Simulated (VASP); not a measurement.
SiC:

```
CELL_PARAMETERS angstrom
3.07569 0.00000 0.00000
-1.53785 2.66363 0.00000
0.00000 0.00000 10.07065
ATOMIC_POSITIONS crystal
Si 0.00000 0.00000 0.18789
Si 0.00000 0.00000 0.68789
Si 0.33333 0.66667 0.43784
Si 0.66667 0.33333 0.93784
C 0.00000 0.00000 0.00046
C 0.00000 0.00000 0.50046
C 0.33333 0.66667 0.24980
C 0.66667 0.33333 0.74980
```

Base run:

| Item | Value |
| --- | --- |
| Program | VASP 6.6.1 |
| Functional | BLYP |
| Potentials or basis | VASP PAW PBE potentials, release 64 (Si, C) |
| Cutoff | 520 eV |
| k mesh | 10 × 10 × 3 |
| Occupations | fermi-dirac, width 0.05 eV |
| Spin | no spin polarisation |

Its results: band gap on the k mesh 2.54 eV (least direct gap 3.65 eV); pressure 9.1 GPa; largest force 0.014 eV/Å.

Q: After a change of settings the same cell gave: band gap on the k mesh 2.95 eV (least direct gap 3.80 eV); pressure 4.5 GPa; largest force 0.196 eV/Å. Which change was it?
A. dispersion from none to D3(BJ)
B. functional from BLYP to PBE; k mesh from 10 × 10 × 3 to 3 × 3 × 1
C. functional from BLYP to LDA; potentials or basis from VASP PAW PBE potentials, release 64 (Si, C) to VASP PAW LDA potentials, release 64 (Si, C)
D. functional from BLYP to RPBE

A: B.

Caveats: some runs use coarse meshes; an odd mesh through Γ misses points on the zone boundary, where band edges can lie; the cell stands under pressure (at least some runs); the PAW data sets were made with another functional, which shifts forces and pressure a little (at least some runs).
